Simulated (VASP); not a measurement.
CrMo3: single point with PBEsol

Crystal: CrMo3.

```
Mo Cr
1.0
     3.87848    0.00000    0.00000
     0.00000    3.87848    0.00000
     0.00000    0.00000    3.87848
Mo Cr
3 1
Cartesian
  0.0000 1.9392 1.9392
  1.9392 0.0000 1.9392
  1.9392 1.9392 0.0000
  0.0000 0.0000 0.0000
```

- Program: VASP 6.6.1
- Task: single point
- Functional: PBEsol
- Potentials or basis: VASP PAW PBE potentials, release 64 (Mo_sv, Cr_pv)
- Cutoff: 520 eV
- k mesh: 12 × 12 × 12
- Occupations: gaussian, width 0.1 eV
- Spin: collinear spin, ferromagnetic start
- Starting moments: [0.02, 0.02, 0.02, 1.42] μB
- Fixed moment: 1.5 μB
- Dipole correction: no
- Further INCAR settings: ALGO = Normal; EDIFF = 1e-07; NBANDS = 39

* Pressure: 1.9 GPa
* Net moment: 1.50 μB per cell
* Site moments: Mo +0.02; Cr +1.32 μB
* Valence electrons inside the program's atomic spheres: Mo 12.60; Cr 10.90

It took 12 min on 1 thread of Intel Xeon 8259CL (shared host), peak memory 0.38 GiB.

Caveat: the PAW data sets were made with another functional, which shifts forces and pressure a little; the total moment is fixed, so each spin has its own Fermi level and the state may be an excited one.
